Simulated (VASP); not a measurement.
Li3B:

```
Li B
1.0
     6.23574    0.00000    0.00000
    -3.11787    5.40031    0.00000
     0.00000    0.00000    3.28813
Li B
6 2
Direct
  0.39113 0.31119 0.25000
  0.07994 0.39113 0.75000
  0.68881 0.07994 0.25000
  0.60887 0.68881 0.75000
  0.92006 0.60887 0.25000
  0.31119 0.92006 0.75000
  0.33333 0.66667 0.25000
  0.66667 0.33333 0.75000
```

```yaml
Program: VASP 6.6.1
Task: relaxation of cell and atoms
Functional: PBE
Potentials_or_basis: VASP PAW PBE potentials, release 64 (Li_sv, B)
Cutoff: 600 eV
k_mesh: 6 × 6 × 12
Occupations: gaussian, width 0.1 eV
Spin: no spin polarisation
```

At the start: pressure 0.1 GPa; volume 13.84 Å³/atom.

**Question.** How do energy, volume and symmetry change on relaxing?

**Answer.** Over 9 steps the energy falls by 2.0 meV/atom and the volume is 13.86 Å³/atom (+0.2 %); space group P6_3/m (No. 176, to 0.1 Å) before and after.

Step by step:
```
step  energy change (eV)  largest force (eV/Å)  pressure (GPa)  volume (Å³)
   1              0.0000                0.0175            0.14       110.73
   2             -0.0023                0.0145            0.09       110.93
   3             -0.0075                0.0133           -0.04       111.52
   4             -0.0112                0.0335           -0.30       112.68
   5             -0.0131                0.0412           -0.07       111.82
   6             -0.0133                0.0471            0.04       111.45
   7             -0.0150                0.0294            0.01       111.25
   8             -0.0157                0.0178           -0.07       110.74
   9             -0.0161                0.0065           -0.05       110.91
```

Final structure:
```
CELL_PARAMETERS angstrom
6.11274 0.00000 0.00000
-3.05637 5.29379 0.00000
0.00000 0.00000 3.42742
ATOMIC_POSITIONS crystal
Li 0.39081 0.30771 0.25000
Li 0.08309 0.39081 0.75000
Li 0.69229 0.08309 0.25000
Li 0.60919 0.69229 0.75000
Li 0.91691 0.60919 0.25000
Li 0.30771 0.91691 0.75000
B 0.33333 0.66667 0.25000
B 0.66667 0.33333 0.75000
```

Caveat: the cutoff is under 1.25 times the usual one of these potentials, so pressure, stress and relaxed cells hold a basis-set (Pulay) error.
